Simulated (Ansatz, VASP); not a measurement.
**One calculation of Zr3TiC4, two programs**

```
Zr Ti C
1.0
     4.63134    0.00000    0.00000
     0.00000    4.63134    0.00000
     0.00000    0.00000    4.63134
Zr Ti C
3 1 4
Cartesian
  2.3157 0.0000 2.3157
  0.0000 2.3157 2.3157
  2.3157 2.3157 0.0000
  0.0000 0.0000 0.0000
  2.3157 2.3157 2.3157
  0.0000 2.3157 0.0000
  2.3157 0.0000 0.0000
  0.0000 0.0000 2.3157
```

Alike in both runs: task single point; functional PBE; k mesh 4 × 4 × 4; occupations gaussian, width 0.1 eV; collinear spin.

|  | VASP | Ansatz |
| --- | --- | --- |
| version | VASP 6.6.1 | Ansatz 0.2.0 |
| potentials or method | VASP PAW PBE potentials, release 64 (Zr_sv, Ti_sv, C), cutoff 520 eV | scalar-relativistic, plane waves, PAW |
| valence electrons in the cell | 64 | 64 |

VASP gave:

| Property | Result |
| --- | --- |
| gap on the k mesh at the Fermi level (eV) | none |
| pressure (GPa) | 0.1 |
| net moment per atom (μB) | 0.00 |

Problem. Estimate Ansatz's values.

Solution. gap on the k mesh at the Fermi level (eV): none; pressure (GPa): -0.2; net moment per atom (μB): 0.00.

A gap of «none» marks a metal or a gap that the smearing closes. With one functional, cell and mesh, what is left measures potentials, basis and numerics. Ansatz's warnings: seeded moment not kept.
